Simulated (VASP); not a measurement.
Write the native input for VASP 6.6.1 that does the following.

```yaml
Task: single point
Functional: PBEsol
Potentials_or_basis: VASP PAW PBE potentials, release 64 (Mg, Rh_pv)
Cutoff: 520 eV
k_mesh: 12 × 12 × 12
Occupations: fermi-dirac, width 0.05 eV
Spin: no spin polarisation
Dipole_correction: no
Further_INCAR_settings: ALGO = Normal; EDIFF = 1e-06; NBANDS = 16
```

The structure of MgRh lies in POSCAR:

```
MgRh
1.0
    2.6846482353      0.0000000000      0.0000000000
    0.0000000000      2.6846482353      0.0000000000
    0.0000000000      0.0000000000      2.6846482353
Mg Rh
1 1
Direct
    0.0000000000      0.0000000000      0.0000000000
    0.5000000000      0.5000000000      0.5000000000
```

This cell differs from its parent crystal: volume scaled by 0.65.

One way to write it, as run:

INCAR

```
SYSTEM = MgRh
PREC = Accurate ; ENCUT = 520
EDIFF = 1E-6 ; ISMEAR = -1
SIGMA = 0.05 ; LREAL = .FALSE.
LASPH = .TRUE. ; NELM = 80
ALGO = Normal ; ISIF = 2
LWAVE = .FALSE. ; LCHARG = .FALSE.
GGA = PS ; NBANDS = 16
```

KPOINTS

```
regular mesh
0
G
  12 12 12
  0 0 0
```

Potentials or basis: VASP PAW PBE potentials, release 64 (Mg, Rh_pv).

Launch:

```sh
$ cat potpaw_PBE.64/Mg/POTCAR potpaw_PBE.64/Rh_pv/POTCAR > POTCAR
$ mpirun -np 1 vasp_std > vasp.out
```

Results of the run:

```yaml
Pressure: 136.4 GPa
```

Caveat: the PAW data sets were made with another functional, which shifts forces and pressure a little.

It took 23 s on 1 thread of AMD EPYC 7R13, with other jobs on the host, peak memory 0.15 GiB.
